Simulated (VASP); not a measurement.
# B10Pt (P4/mmm) in VASP: notebook, part 2 of 2

VASP 6.6.1. Earlier steps stand in the parts before.

## (3) Relaxation of cell and atoms, PBE

This run uses another cell than the first one, of 8.29 Å³/atom.

Input file INCAR:

```
PREC = Accurate ; ENCUT = 600
EDIFF = 1E-6 ; ISMEAR = 0
SIGMA = 0.1 ; LREAL = False
LASPH = True ; NELM = 100
ALGO = Normal ; ISIF = 3
LWAVE = False ; LCHARG = False
GGA = PE ; IBRION = 2
NSW = 90 ; EDIFFG = -0.04
```

Input file KPOINTS:

```
regular mesh
0
Gamma
  4 4 4
```

Input file POSCAR:

```
B10Pt
1.0
    4.5686770700      0.0000000000      0.0000000000
    0.0000000000      4.5686770700      0.0000000000
    0.0000000000      0.0000000000      4.3676007400
B Pt
10 1
Direct
    0.2090297600      0.2090297600      0.1461981600
    0.7909702400      0.7909702400      0.1461981600
    0.7909702400      0.2090297600      0.1461981600
    0.2090297600      0.7909702400      0.1461981600
    0.7909702400      0.2090297600      0.8538018400
    0.2090297600      0.7909702400      0.8538018400
    0.2090297600      0.2090297600      0.8538018400
    0.7909702400      0.7909702400      0.8538018400
    0.5000000000      0.5000000000      0.5000000000
    0.0000000000      0.0000000000      0.5000000000
    0.5000000000      0.5000000000      0.0000000000
```

Potentials or basis: VASP PAW PBE potentials, release 64 (B, Pt).

On the command line:

```sh
> cat potpaw_PBE.64/B/POTCAR potpaw_PBE.64/Pt/POTCAR > POTCAR
> mpirun -np 1 vasp_std > vasp.out
```

OUTCAR:

```text
PREC = Accurate
   ENCUT = 600
   EDIFF = 1E-6
   ISMEAR = 0
   LREAL = False
   LASPH = True
   NELM = 100
   ISIF = 3
   GGA = PE
   IBRION = 2
   NSW = 90
   EDIFFG = -0.04

 ion  position               nearest neighbor table
   1  0.209  0.209  0.146-   7 1.28   4 1.91   3 1.91  11 1.99  10 2.05
   2  0.791  0.791  0.146-   8 1.28   4 1.91   3 1.91  11 1.99  10 2.05
   3  0.791  0.209  0.146-   5 1.28   2 1.91   1 1.91  11 1.99  10 2.05
   4  0.209  0.791  0.146-   6 1.28   2 1.91   1 1.91  11 1.99  10 2.05
   5  0.791  0.209  0.854-   3 1.28   7 1.91   8 1.91  11 1.99  10 2.05
   6  0.209  0.791  0.854-   4 1.28   7 1.91   8 1.91  11 1.99  10 2.05
   7  0.209  0.209  0.854-   1 1.28   5 1.91   6 1.91  11 1.99  10 2.05
   8  0.791  0.791  0.854-   2 1.28   5 1.91   6 1.91  11 1.99  10 2.05
   9  0.500  0.500  0.500-  11 2.18  11 2.18
  10  0.000  0.000  0.500-   1 2.05   2 2.05   3 2.05   4 2.05   5 2.05   6 2.05   7 2.05   8 2.05

  11  0.500  0.500  0.000-   1 1.99   2 1.99   3 1.99   4 1.99   5 1.99   6 1.99   7 1.99   8 1.99
                             9 2.18   9 2.18

  LATTYP: Found a simple tetragonal cell.
 ALAT       =     4.5686770700
 C/A-ratio  =     0.9559880624

  Lattice vectors:

 A1 = (   4.5686770700,   0.0000000000,   0.0000000000)
 A2 = (   0.0000000000,   4.5686770700,   0.0000000000)
 A3 = (   0.0000000000,   0.0000000000,   4.3676007400)

[... 184 lines left out ...]
  free energy    TOTEN  =       -49.02322468 eV

  energy without entropy =      -49.00645298  energy(sigma->0) =      -49.01483883

------------------------ aborting loop because EDIFF is reached ----------------------------------------

  FORCE on cell =-STRESS in cart. coord.  units (eV):
  Direction    XX          YY          ZZ          XY          YZ          ZX
  --------------------------------------------------------------------------------------
  -------------------------------------------------------------------------------------
  Total       17.6418116     17.6418116     77.9313177      0.0000000      0.0000000      0.0000000
  in kB      310.0486949    310.0486949   1369.6157694      0.0000000      0.0000000      0.0000000
  external PRESSURE =     663.2377197 kB  Pullay stress =       0.0000000 kB
[... 1174 lines left out ...]
  FREE ENERGIE OF THE ION-ELECTRON SYSTEM (eV)
  ---------------------------------------------------
  free  energy   TOTEN  =       -53.2344949716 eV

  energy  without entropy=      -53.2012461086  energy(sigma->0) =      -53.21787054

[... ionic steps 4 to 13 ...]

--------------------------------------- Ionic step       14  -------------------------------------------

 number of electron      39.9999998 magnetization

------------------------ aborting loop because EDIFF is reached ----------------------------------------
[... 85 lines left out ...]
--------------------------------------- Ionic step       16  -------------------------------------------

 number of electron      39.9999998 magnetization

 Free energy of the ion-electron system (eV)
  ---------------------------------------------------
  ext. energy  EPLUGINS =         0.00000000
  ---------------------------------------------------
  free energy    TOTEN  =       -64.23578504 eV

  energy without entropy =      -64.22869420  energy(sigma->0) =      -64.23223962

 E-fermi :   7.1854     XC(G=0): -11.7756

 val. band max:        7.1653569540   @ k =   0.5000   0.0000   0.0000
 cond. band min:       7.3433896942   @ k =   0.0000   0.0000   0.2500
 fundamental gap:      0.1780327402
 Fermi energy:         7.1853857188
[... 558 lines left out ...]
  FREE ENERGIE OF THE ION-ELECTRON SYSTEM (eV)
  ---------------------------------------------------
  free  energy   TOTEN  =       -64.2357850436 eV

  energy  without entropy=      -64.2286941977  energy(sigma->0) =      -64.23223962

 reached required accuracy - stopping structural energy minimisation
```

OSZICAR:

```text
N       E                     dE             d eps       ncg     rms          rms(c)
DAV:   1     0.179539758783E+03    0.17954E+03   -0.21320E+04   936   0.160E+03
DAV:   2    -0.513184066385E+02   -0.23086E+03   -0.22569E+03  1116   0.289E+02
DAV:   3    -0.648541440068E+02   -0.13536E+02   -0.13275E+02  1262   0.639E+01
[... 159 lines left out ...]
DAV:   1    -0.642359166818E+02   -0.56925E-03   -0.48625E-02   938   0.129E+00    0.782E-02
DAV:   2    -0.642357993139E+02    0.11737E-03   -0.16108E-03  1136   0.301E-01    0.416E-02
DAV:   3    -0.642357845369E+02    0.14777E-04   -0.11127E-04  1136   0.798E-02    0.166E-02
DAV:   4    -0.642357843984E+02    0.13848E-06   -0.15985E-05  1218   0.224E-02    0.675E-03
DAV:   5    -0.642357850436E+02   -0.64520E-06   -0.28578E-06   842   0.106E-02
  16 F= -.64235785E+02 E0= -.64232240E+02  d E =-.438352E-03
```

CONTCAR:

```text
B10Pt
   1.00000000000000
     4.6080292832046537    0.0000000000000000   -0.0000000000000000
     0.0000000000000000    4.6080292832046537    0.0000000000000000
     0.0000000000000000    0.0000000000000000    4.3447395328592364
  B               Pt
    10     1
Direct
     0.1930793323249554    0.1930793323249554    0.2086595610650762
     0.8069206676750447    0.8069206676750447    0.2086595610650763
     0.8069206676750447    0.1930793323249554    0.2086595610650763
     0.1930793323249554    0.8069206676750447    0.2086595610650763
     0.8069206676750447    0.1930793323249554    0.7913404389349238
     0.1930793323249554    0.8069206676750447    0.7913404389349238
     0.1930793323249554    0.1930793323249554    0.7913404389349238
     0.8069206676750447    0.8069206676750447    0.7913404389349239
     0.5000000000000000    0.5000000000000000    0.5000000000000000
     0.0000000000000000    0.0000000000000000    0.5000000000000000
     0.5000000000000000    0.5000000000000000    0.0000000000000000

  0.00000000E+00  0.00000000E+00  0.00000000E+00
  0.00000000E+00  0.00000000E+00  0.00000000E+00
  0.00000000E+00  0.00000000E+00  0.00000000E+00
  0.00000000E+00  0.00000000E+00  0.00000000E+00
  0.00000000E+00  0.00000000E+00  0.00000000E+00
  0.00000000E+00  0.00000000E+00  0.00000000E+00
  0.00000000E+00  0.00000000E+00  0.00000000E+00
  0.00000000E+00  0.00000000E+00  0.00000000E+00
  0.00000000E+00  0.00000000E+00  0.00000000E+00
  0.00000000E+00  0.00000000E+00  0.00000000E+00
  0.00000000E+00  0.00000000E+00  0.00000000E+00
```

Run time: 6.3 min. Hardware: 1 thread of AMD EPYC 7R13 (Zen 3), shared host; peak memory 0.21 GiB.

Results:

* Free energy: -64.2358 eV
* Relaxed volume: 8.39 Å³/atom
* Relaxed cell: a = 4.608 Å, b = 4.608 Å, c = 4.345 Å, α = 90.00°, β = 90.00°, γ = 90.00°
* Space group after relaxing (to 0.1 Å): P4/mmm (No. 123)
* Energy gained by relaxing: 1383.0 meV/atom
* Ionic steps: 16
* Pressure after relaxing: 0.1 GPa
* Largest force after relaxing: 0.011 eV/Å
* Band gap on the k mesh: zero (bands 20 and 21 overlap by 0.93 eV)

Forces in eV/Å, atoms in the order of the input:
```
B    0.008  0.008 -0.001
B   -0.008 -0.008 -0.001
B   -0.008  0.008 -0.001
B    0.008 -0.008 -0.001
B   -0.008  0.008  0.001
B    0.008 -0.008  0.001
B    0.008  0.008  0.001
B   -0.008 -0.008  0.001
B    0.000  0.000  0.000
B    0.000  0.000  0.000
Pt   0.000  0.000  0.000
```

The path:
| step | energy change (eV) | largest force (eV/Å) | pressure (GPa) | volume (Å³) |
| --- | --- | --- | --- | --- |
| 1 | 0.0000 | 19.0660 | 66.32 | 91.16 |
| 2 | 0.4048 | 7.2195 | 9.02 | 141.98 |
| 3 | -4.2113 | 4.4156 | -5.16 | 132.68 |
| 4 | -6.3652 | 3.2809 | -12.25 | 127.25 |
| 5 | -12.2283 | 0.8894 | -25.16 | 108.46 |
| 6 | -14.1958 | 1.1809 | -18.44 | 99.63 |
| 7 | -14.2103 | 2.2875 | -6.13 | 95.35 |
| 8 | -14.3716 | 1.6936 | -13.58 | 97.53 |
| 9 | -14.3718 | 1.7471 | -13.07 | 97.35 |
| 10 | -15.0895 | 0.7067 | 6.85 | 89.64 |
| 11 | -15.1546 | 0.1283 | 1.53 | 91.23 |
| 12 | -15.2090 | 0.0833 | 0.80 | 91.72 |
| 13 | -15.2094 | 0.0860 | 0.76 | 91.76 |
| 14 | -15.2120 | 0.0472 | -0.06 | 92.21 |
| 15 | -15.2121 | 0.0451 | -0.28 | 92.32 |
| 16 | -15.2126 | 0.0114 | 0.05 | 92.26 |

Final structure:
```yaml
crystal:
  lattice:
    - [4.60803, 0.00000, 0.00000]
    - [0.00000, 4.60803, 0.00000]
    - [0.00000, 0.00000, 4.34474]
  atoms:
    - { symbol: B, position: [0.19308, 0.19308, 0.20866] }
    - { symbol: B, position: [0.80692, 0.80692, 0.20866] }
    - { symbol: B, position: [0.80692, 0.19308, 0.20866] }
    - { symbol: B, position: [0.19308, 0.80692, 0.20866] }
    - { symbol: B, position: [0.80692, 0.19308, 0.79134] }
    - { symbol: B, position: [0.19308, 0.80692, 0.79134] }
    - { symbol: B, position: [0.19308, 0.19308, 0.79134] }
    - { symbol: B, position: [0.80692, 0.80692, 0.79134] }
    - { symbol: B, position: [0.50000, 0.50000, 0.50000] }
    - { symbol: B, position: [0.00000, 0.00000, 0.50000] }
    - { symbol: Pt, position: [0.50000, 0.50000, 0.00000] }
```

Caveat: spin-orbit coupling is left out, which moves the levels of the heavy elements.
